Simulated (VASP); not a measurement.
# Ge (Fd-3m) in VASP: further runs

Ge is run at these levels: LDA; tasks: single point.

Program: VASP 6.6.1. These are calculated values, not measurements. Logs are shortened: lines on timing, memory, paths and dates and some standing lists are left out, and cuts for length are marked.

## Step 1: The cell of the first run

Symmetry: Fd-3m, No. 227, cubic system. The conventional cell has a = 4.308 Å, b = 4.308 Å, c = 4.308 Å, α = 90.00°, β = 90.00°, γ = 90.00°. Ge (site symmetry -43m) has 4 Ge at 1.87 Å within 2.5 Å.

## Step 2: Single point, LDA (volume scaled by 0.45)

The input, INCAR:

```
SYSTEM = Ge
PREC = Accurate
ENCUT = 520
EDIFF = 1E-7
ISMEAR = -1
SIGMA = 0.05
LREAL = .False.
LASPH = .True.
NELM = 60
ALGO = Normal
ISIF = 2
LWAVE = .False.
LCHARG = .False.
GGA = CA
NBANDS = 21
```

The input, KPOINTS:

```
regular mesh
0
Gamma
  13 13 13
  0 0 0
```

The input, POSCAR:

```
Ge
1.0
    0.0000000000      2.1541261493      2.1541261493
    2.1541261493      0.0000000000      2.1541261493
    2.1541261493      2.1541261493      0.0000000000
Ge
2
Direct
   -0.1250000000     -0.1250000000     -0.1250000000
    0.1250000000      0.1250000000      0.1250000000
```

Potentials or basis: VASP PAW LDA potentials, release 64 (Ge_d).

Started as:

```console
$ cat potpaw_LDA.64/Ge_d/POTCAR > POTCAR
$ mpirun -np 1 vasp_std > vasp.out
```

OUTCAR:

```text
SYSTEM = Ge
   PREC = Accurate
   ENCUT = 520
   EDIFF = 1E-7
   ISMEAR = -1
   LREAL = .False.
   LASPH = .True.
   NELM = 60
   ISIF = 2
   GGA = CA

 ion  position               nearest neighbor table
   1  0.875  0.875  0.875-   2 1.87   2 1.87   2 1.87   2 1.87
   2  0.125  0.125  0.125-   1 1.87   1 1.87   1 1.87   1 1.87

  LATTYP: Found a face centered cubic cell.
 ALAT       =     4.3082522986

  Lattice vectors:

 A1 = (   0.0000000000,   2.1541261493,   2.1541261493)
 A2 = (   2.1541261493,   0.0000000000,   2.1541261493)
 A3 = (   2.1541261493,   2.1541261493,   0.0000000000)

Analysis of symmetry for initial positions (statically):
=====================================================================
 Subroutine PRICEL returns:
 Original cell was already a primitive cell.

 Routine SETGRP: Setting up the symmetry group for a
 face centered cubic supercell.

 Subroutine GETGRP returns: Found 48 space group operations
 (whereof 12 operations were pure point group operations)
 out of a pool of 48 trial point group operations.

The static configuration has the point symmetry D_3d.
 The point group associated with its full space group is O_h .

Analysis of symmetry for dynamics (positions and initial velocities):
=====================================================================
 Subroutine PRICEL returns:
 Original cell was already a primitive cell.

 Routine SETGRP: Setting up the symmetry group for a
 face centered cubic supercell.

 Subroutine GETGRP returns: Found 48 space group operations
 (whereof 12 operations were pure point group operations)
 out of a pool of 48 trial point group operations.

The dynamic configuration has the point symmetry D_3d.
 The point group associated with its full space group is O_h .

 Subroutine INISYM returns: Found 48 space group operations
 (whereof 12 operations are pure point group operations),
 and found     1 'primitive' translations

----------------------------------------------------------------------------------------

                                     Primitive cell

  volume of cell :      19.9914

  direct lattice vectors                    reciprocal lattice vectors
     0.000000000  2.154126149  2.154126149    -0.232112683  0.232112683  0.232112683
     2.154126149  0.000000000  2.154126149     0.232112683 -0.232112683  0.232112683
     2.154126149  2.154126149  0.000000000     0.232112683  0.232112683 -0.232112683

  length of vectors
     3.046394415  3.046394415  3.046394415     0.402030960  0.402030960  0.402030960

  position of ions in fractional coordinates (direct lattice)
     0.875000000  0.875000000  0.875000000
     0.125000000  0.125000000  0.125000000

  ion indices of the primitive-cell ions
   primitive index   ion index
                 1           1
                 2           2

----------------------------------------------------------------------------------------

 KPOINTS: regular mesh

Automatic generation of k-mesh.
 Grid dimensions read from file:
 generate k-points for:   13   13   13

 Generating k-lattice:

  Cartesian coordinates                     Fractional coordinates (reciprocal lattice)
    -0.017854822  0.017854822  0.017854822     0.076923077  0.000000000  0.000000000
     0.017854822 -0.017854822  0.017854822     0.000000000  0.076923077  0.000000000
     0.017854822  0.017854822 -0.017854822     0.000000000  0.000000000  0.076923077

  Length of vectors
     0.030925458  0.030925458  0.030925458

  Shift w.r.t. Gamma in fractional coordinates (k-lattice)
     0.000000000  0.000000000  0.000000000

 Subroutine IBZKPT returns following result:
 ===========================================

 Found     84 irreducible k-points:

 Following reciprocal coordinates:
            Coordinates               Weight
  0.000000  0.000000  0.000000      1.000000
  0.076923  0.000000  0.000000      8.000000
  0.153846  0.000000  0.000000      8.000000
  0.230769  0.000000  0.000000      8.000000
  0.307692  0.000000  0.000000      8.000000
  0.384615  0.000000  0.000000      8.000000
[... 16 lines left out ...]
  0.384615  0.153846  0.000000     24.000000
  0.461538  0.153846  0.000000     24.000000
 [... further k-points ...]
   k-points           NKPTS =     84   k-points in BZ     NKDIM =     84   number of bands    NBANDS=     21
   number of dos      NEDOS =    301   number of ions     NIONS =      2
   total plane-waves  NPLWV =  13824
   dimension x,y,z NGX =    24 NGY =   24 NGZ =   24
   dimension x,y,z NGXF=    48 NGYF=   48 NGZF=   48
   ions per type =               2
   NGX,Y,Z   is equivalent  to a cutoff of  13.10, 13.10, 13.10 a.u.
   NGXF,Y,Z  is equivalent  to a cutoff of  26.19, 26.19, 26.19 a.u.
 SYSTEM =  Ge
   PREC   = accura    normal or accurate (medium, high low for compatibility)
   ISTART =      0    job   : 0-new  1-cont  2-samecut
   ICHARG =      2    charge: 1-file 2-atom 10-const
   ISPIN  =      1    spin polarized calculation?
   LNONCOLLINEAR =      F non collinear calculations
   LSORBIT =      F    spin-orbit coupling
   LASPH  =      T    aspherical Exc in radial PAW
   ENCUT  =  520.0 eV  38.22 Ry    6.18 a.u.   5.66  5.66  5.66*2*pi/ulx,y,z
   NELM   =     60;   NELMIN=  2; NELMDL= -5     # of ELM steps
   EDIFF  = 0.1E-06   stopping-criterion for ELM
   LREAL  =      F    real-space projection
   EDIFFG = 0.1E-05   stopping-criterion for IOM
   NSW    =      0    number of steps for IOM
   IBRION =     -1    ionic relax: 0-MD 1-quasi-New 2-CG
   NFREE  =      0    steps in history (QN), initial steepest desc. (CG)
   ISIF   =      2    stress and relaxation
   ISYM   =      2    0-nonsym 1-usesym 2-fastsym
   POTIM  = 0.5000    time-step for ionic-motion
   TEBEG  =    0.0;   TEEND  =   0.0 temperature during run
   PSTRESS=    0.0 pullay stress
   NELECT =      28.0000    total number of electrons
   NUPDOWN=      -1.0000    fix difference up-down
   EMIN   =  10.00;   EMAX   =-10.00  energy-range for DOS
   EFERMI =   0.00;   METHOD = LEGACY
   ISMEAR =    -1;   SIGMA  =   0.05  broadening in eV -4-tet -1-fermi 0-gaus
   EFERMI_NEDOS =   21; number of points for ismear=-14 and -15
   IALGO  =     38    algorithm
   IMIX   =      4    mixing-type and parameters
     AMIX     =   0.40;   BMIX     =  1.00
     AMIX_MAG =   1.60;   BMIX_MAG =  1.00
  volume/ion in A,a.u.               =      10.00        67.45
  Fermi-wavevector in a.u.,A,eV,Ry     =   1.831666  3.461348 45.647570  3.355002
  Thomas-Fermi vector in A             =   2.885872
   LORBIT       =      0    0 simple, 1 ext, 2 COOP (PROOUT), +10 PAW based schemes
   GGA     = CA    functional components
   LHFCALC =     F    Hartree Fock is set to
   AEXX    =    0.0000 exact exchange contribution
   IVDW    =     0    specifies the selected vdW correction
   LEPSILON=     F    determine dielectric tensor
   LRPA    =     F    only Hartree local field effects (RPA)
 non-spin polarized calculation
  energy-cutoff  :      520.00
  volume of cell :       19.99
 maximum number of plane-waves:       550
   NGX = 11   NGY = 11   NGZ = 11

 number of electron      28.0000022 magnetization

 Free energy of the ion-electron system (eV)
  ---------------------------------------------------
  ext. energy  EPLUGINS =         0.00000000
  ---------------------------------------------------
  free energy    TOTEN  =         2.76640450 eV

  energy without entropy =        2.76817473  energy(sigma->0) =        2.76728961

 E-fermi :  16.3431     XC(G=0): -14.8585

 val. band max:       16.2807539320   @ k =   0.3077   0.3077   0.0000
 cond. band min:      16.4312143146   @ k =   0.1538   0.0769   0.0000
 fundamental gap:      0.1504603826
 Fermi energy:        16.3430734095

 k-point     1 :       0.0000    0.0000    0.0000
  band No.  band energies     occupation
      1     -11.9148      2.00000
      2     -11.9148      2.00000
      3     -11.9148      2.00000
      4     -11.8051      2.00000
      5     -11.8051      2.00000
      6     -10.4594      2.00000
[... 13 lines left out ...]
     20      29.0632      0.00000
     21      29.0632      0.00000

 k-point     2 :       0.0769    0.0000    0.0000
  band No.  band energies     occupation
      1     -11.9570      2.00000
      2     -11.9570      2.00000
      3     -11.9099      2.00000
      4     -11.7504      2.00000
      5     -11.7504      2.00000
      6     -10.4713      2.00000
[... 13 lines left out ...]
     20      27.4456      0.00000
     21      27.4456      0.00000

 k-point     3 :       0.1538    0.0000    0.0000
  band No.  band energies     occupation
      1     -12.0091      2.00000
      2     -12.0091      2.00000
      3     -11.8968      2.00000
      4     -11.6658      2.00000
      5     -11.6658      2.00000
      6     -10.5046      2.00000
[... 13 lines left out ...]
     20      26.3153      0.00000
     21      27.6215      0.00000

 k-point     4 :       0.2308    0.0000    0.0000
  band No.  band energies     occupation
      1     -12.0398      2.00000
      2     -12.0398      2.00000
      3     -11.8794      2.00000
      4     -11.5969      2.00000
      5     -11.5969      2.00000
      6     -10.5527      2.00000
[... 13 lines left out ...]
     20      26.4293      0.00000
     21      29.1225      0.00000

 k-point     5 :       0.3077    0.0000    0.0000
  band No.  band energies     occupation
      1     -12.0477      2.00000
      2     -12.0477      2.00000
      3     -11.8620      2.00000
      4     -11.5600      2.00000
      5     -11.5600      2.00000
      6     -10.6052      2.00000
[... 13 lines left out ...]
     20      27.8519      0.00000
     21      30.9442      0.00000

 k-point     6 :       0.3846    0.0000    0.0000
  band No.  band energies     occupation
      1     -12.0404      2.00000
      2     -12.0404      2.00000
      3     -11.8479      2.00000
      4     -11.5533      2.00000
      5     -11.5533      2.00000
      6     -10.6500      2.00000
[... 13 lines left out ...]
     20      29.9521      0.00000
     21      32.9516      0.00000

 k-point     7 :       0.4615    0.0000    0.0000
  band No.  band energies     occupation
      1     -12.0308      2.00000
      2     -12.0308      2.00000
      3     -11.8401      2.00000
      4     -11.5590      2.00000
      5     -11.5590      2.00000
      6     -10.6759      2.00000
[... 13 lines left out ...]
     20      32.2979      0.00000
     21      34.6591      0.00000
[... 291 lines left out ...]
      1     -12.0667      2.00000
      2     -11.9460      2.00000
      3     -11.9460      2.00000
      4     -11.7000      2.00000
      5     -11.5254      2.00000
      6     -10.7493      2.00000
[... 13 lines left out ...]
     20      29.1804      0.00000
     21      30.0334      0.00000

 k-point    21 :       0.2308    0.1538    0.0000
  band No.  band energies     occupation
      1     -12.0982      2.00000
      2     -11.9682      2.00000
      3     -11.9435      2.00000
      4     -11.6358      2.00000
      5     -11.4346      2.00000
      6     -10.8511      2.00000
[... 13 lines left out ...]
     20      29.3094      0.00000
     21      30.3521      0.00000

 k-point    22 :       0.3077    0.1538    0.0000
  band No.  band energies     occupation
      1     -12.1284      2.00000
      2     -11.9912      2.00000
      3     -11.9131      2.00000
      4     -11.5704      2.00000
      5     -11.3652      2.00000
      6     -10.9156      2.00000
[... 13 lines left out ...]
     20      30.0058      0.00000
     21      32.1411      0.00000

 k-point    23 :       0.3846    0.1538    0.0000
  band No.  band energies     occupation
      1     -12.1504      2.00000
      2     -12.0108      2.00000
      3     -11.8648      2.00000
      4     -11.5167      2.00000
      5     -11.3418      2.00000
      6     -10.9262      2.00000
[... 13 lines left out ...]
     20      31.7914      0.00000
     21      34.0123      0.00000

 k-point    24 :       0.4615    0.1538    0.0000
  band No.  band energies     occupation
      1     -12.1612      2.00000
      2     -12.0332      2.00000
      3     -11.8084      2.00000
      4     -11.4697      2.00000
      5     -11.3688      2.00000
      6     -10.8905      2.00000
[... 13 lines left out ...]
     20      33.6565      0.00000
     21      35.0214      0.00000

 [... further k-points ...]

------------------------ aborting loop because EDIFF is reached ----------------------------------------

  FORCE on cell =-STRESS in cart. coord.  units (eV):
  Direction    XX          YY          ZZ          XY          YZ          ZX
  --------------------------------------------------------------------------------------
  -------------------------------------------------------------------------------------
  Total       44.9557509     44.9557509     44.9557509      0.0000000     -0.0000000     -0.0000000
  in kB     3602.9019650   3602.9019650   3602.9019650      0.0000000     -0.0000000     -0.0000000
  external PRESSURE =    3602.9019650 kB  Pullay stress =       0.0000000 kB

 VOLUME and BASIS-vectors are now :
 -----------------------------------------------------------------------------
  energy-cutoff  :      520.00
  volume of cell :       19.99
      direct lattice vectors                 reciprocal lattice vectors
     0.000000000  2.154126149  2.154126149    -0.232112683  0.232112683  0.232112683
     2.154126149  0.000000000  2.154126149     0.232112683 -0.232112683  0.232112683
     2.154126149  2.154126149  0.000000000     0.232112683  0.232112683 -0.232112683

 POSITION                                       TOTAL-FORCE (eV/Angst)
 -----------------------------------------------------------------------------------
      3.76972      3.76972      3.76972         0.000000     -0.000000      0.000000
      0.53853      0.53853      0.53853        -0.000000      0.000000     -0.000000
 -----------------------------------------------------------------------------------
    total drift:                                0.000000      0.000000      0.000000

  FREE ENERGIE OF THE ION-ELECTRON SYSTEM (eV)
  ---------------------------------------------------
  free  energy   TOTEN  =         2.7664045016 eV

  energy  without entropy=        2.7681747284  energy(sigma->0) =        2.76728961
```

Wall time 41 s (1 thread of Intel Xeon Platinum 8488C (Sapphire Rapids), shared host); peak memory 0.14 GiB.

Results:

| Item | Value |
| --- | --- |
| Free energy | 2.7664 eV |
| Pressure | 360.3 GPa |
| Band gap on the k mesh | zero (band 14 reaches 17.66 eV, above the bottom of band 15 at 15.78 eV) |

## Step 3: Single point, LDA (volume scaled by 0.45)

The input, INCAR:

```
PREC = Accurate
ENCUT = 520
EDIFF = 1E-7
ISMEAR = -1
SIGMA = 0.05
LREAL = F
LASPH = T
NELM = 60
ALGO = Normal
ISIF = 2
LWAVE = F
LCHARG = F
GGA = CA
NBANDS = 21
```

The input, KPOINTS:

```
regular mesh
0
Gamma
  13 13 13
```

POSCAR is that of step 2.

Potentials or basis: VASP PAW LDA potentials, release 64 (Ge_d).

Started as:

```console
$ cat potpaw_LDA.64/Ge_d/POTCAR > POTCAR
$ mpirun -np 1 vasp_std > vasp.out
```

OUTCAR:

```text
PREC = Accurate
   ENCUT = 520
   EDIFF = 1E-7
   ISMEAR = -1
   LREAL = F
   LASPH = T
   NELM = 60
   ISIF = 2
   GGA = CA

 ion  position               nearest neighbor table
   1  0.875  0.875  0.875-   2 1.87   2 1.87   2 1.87   2 1.87
   2  0.125  0.125  0.125-   1 1.87   1 1.87   1 1.87   1 1.87

  LATTYP: Found a face centered cubic cell.
 ALAT       =     4.3082522986

  Lattice vectors:

 A1 = (   0.0000000000,   2.1541261493,   2.1541261493)
 A2 = (   2.1541261493,   0.0000000000,   2.1541261493)
 A3 = (   2.1541261493,   2.1541261493,   0.0000000000)

Analysis of symmetry for initial positions (statically):
=====================================================================
 Subroutine PRICEL returns:
 Original cell was already a primitive cell.

 Routine SETGRP: Setting up the symmetry group for a
 face centered cubic supercell.

 Subroutine GETGRP returns: Found 48 space group operations
 (whereof 12 operations were pure point group operations)
 out of a pool of 48 trial point group operations.

[... 157 lines left out ...]
  ext. energy  EPLUGINS =         0.00000000
  ---------------------------------------------------
  free energy    TOTEN  =         2.76640450 eV

  energy without entropy =        2.76817473  energy(sigma->0) =        2.76728961

 E-fermi :  16.3431     XC(G=0): -14.8585

 val. band max:       16.2807539320   @ k =   0.3077   0.3077   0.0000
 cond. band min:      16.4312143146   @ k =   0.1538   0.0769   0.0000
 fundamental gap:      0.1504603826
 Fermi energy:        16.3430734095

 k-point     1 :       0.0000    0.0000    0.0000
  band No.  band energies     occupation
      1     -11.9148      2.00000
      2     -11.9148      2.00000
      3     -11.9148      2.00000
      4     -11.8051      2.00000
      5     -11.8051      2.00000
      6     -10.4594      2.00000
[... 565 lines left out ...]
     20      33.6565      0.00000
     21      35.0214      0.00000

 [... further k-points ...]

------------------------ aborting loop because EDIFF is reached ----------------------------------------

  FORCE on cell =-STRESS in cart. coord.  units (eV):
  Direction    XX          YY          ZZ          XY          YZ          ZX
  --------------------------------------------------------------------------------------
  -------------------------------------------------------------------------------------
  Total       44.9557509     44.9557509     44.9557509      0.0000000     -0.0000000     -0.0000000
  in kB     3602.9019650   3602.9019650   3602.9019650      0.0000000     -0.0000000     -0.0000000
  external PRESSURE =    3602.9019650 kB  Pullay stress =       0.0000000 kB

 VOLUME and BASIS-vectors are now :
 -----------------------------------------------------------------------------
  energy-cutoff  :      520.00
  volume of cell :       19.99
      direct lattice vectors                 reciprocal lattice vectors
     0.000000000  2.154126149  2.154126149    -0.232112683  0.232112683  0.232112683
     2.154126149  0.000000000  2.154126149     0.232112683 -0.232112683  0.232112683
     2.154126149  2.154126149  0.000000000     0.232112683  0.232112683 -0.232112683

 POSITION                                       TOTAL-FORCE (eV/Angst)
 -----------------------------------------------------------------------------------
      3.76972      3.76972      3.76972         0.000000     -0.000000      0.000000
      0.53853      0.53853      0.53853        -0.000000      0.000000     -0.000000
 -----------------------------------------------------------------------------------
    total drift:                                0.000000      0.000000      0.000000

  FREE ENERGIE OF THE ION-ELECTRON SYSTEM (eV)
  ---------------------------------------------------
  free  energy   TOTEN  =         2.7664045016 eV

  energy  without entropy=        2.7681747284  energy(sigma->0) =        2.76728961
```

Run time: 32 s. Hardware: 1 thread of Intel Xeon Platinum 8488C (Sapphire Rapids), shared host; peak memory 0.14 GiB.

What came out:

```
Free energy            : 2.7664 eV
Pressure               : 360.3 GPa
Band gap on the k mesh : zero (band 14 reaches 17.66 eV, above the bottom of band 15 at 15.78 eV)
```
